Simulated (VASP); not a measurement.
Write the native input for VASP 6.6.1 that does the following.

```
Task                   : single point
Functional             : PBE
Potentials or basis    : VASP PAW PBE potentials, release 64 (Ir)
Cutoff                 : 520 eV
k mesh                 : 22 × 22 × 22
Occupations            : gaussian, width 0.15 eV
Spin                   : no spin polarisation
Dipole correction      : no
Further INCAR settings : ALGO = Normal; EDIFF = 1e-06; NBANDS = 10
```

The structure of Ir lies in POSCAR:

```
Ir
1.0
    0.0000000000      1.9142965874      1.9142965874
    1.9142965874      0.0000000000      1.9142965874
    1.9142965874      1.9142965874      0.0000000000
Ir
1
Direct
    0.0000000000      0.0000000000      0.0000000000
```

This cell differs from its parent crystal: volume 14.030 Å^3 an atom, c/a of the conventional cell 1.0000.

These files were run (other wordings do the same):

INCAR

```
PREC = Accurate
ENCUT = 520
EDIFF = 1E-6
ISMEAR = 0
SIGMA = 0.15
LREAL = False
LASPH = True
NELM = 100
ALGO = Normal
ISIF = 2
LWAVE = False
LCHARG = True
GGA = PE
LELF = True
LVHAR = True
NBANDS = 10
```

KPOINTS

```
Automatic mesh
0
Gamma
  22 22 22
```

Potentials or basis: VASP PAW PBE potentials, release 64 (Ir).

The run is started by

```sh
$ cat potpaw_PBE.64/Ir/POTCAR > POTCAR
$ mpirun -np 1 vasp_std > vasp.out
```

It gave:

The pressure is 13.2 GPa.

It took 15 s on 1 thread of Intel(R) Xeon(R) 6975P-C (Granite Rapids), on a shared host, peak memory 0.16 GiB.
